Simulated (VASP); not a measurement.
Runs of VASP 6.6.1 on Ag. The structure is that of space group Fm-3m (No. 225), or close to it. The cells are those of the table. 

| task | cell | k mesh | cutoff (eV) | smearing | gap on the mesh (eV) | pressure (GPa) | relaxed volume (Å³/atom) |
| --- | --- | --- | --- | --- | --- | --- | --- |
| single point | a = 2.889 Å, angles 60.0°, 1 atom | 8 × 8 × 8 | 520 | gaussian 0.1 eV | none | -2.2 | - |
| single point | a = 2.867 Å, angles 60.0°, 1 atom | 18 × 18 × 18 | 520 | gaussian 0.1 eV | none | -0.3 | - |
| single point | a = 2.867 Å, angles 60.0°, 1 atom | 20 × 20 × 20 | 520 | fermi-dirac 0.15 eV | none | (a) | - |
| relaxation of cell and atoms | relaxed from a = 2.889 Å, angles 60.0°, 1 atom | 18 × 18 × 18 | 600 | gaussian 0.1 eV | none | 0.0 | 16.63 |
| relaxation of cell and atoms | relaxed from a = 2.867 Å, angles 60.0°, 1 atom | 20 × 20 × 20 | 600 | fermi-dirac 0.15 eV | none | 0.0 | 16.63 |

Alike in all rows: level PBEsol; potentials or basis VASP PAW PBE potentials, release 64 (Ag); no spin polarisation.

Question: Estimate the missing entries.

Answer: (a) -0.2.

Caveats: the PAW data sets were made with another functional, which shifts forces and pressure a little.

A k mesh can miss the band edges, and the runs leave out spin-orbit coupling on Ag.

A gap of «none» marks levels without a gap at the run's occupations.
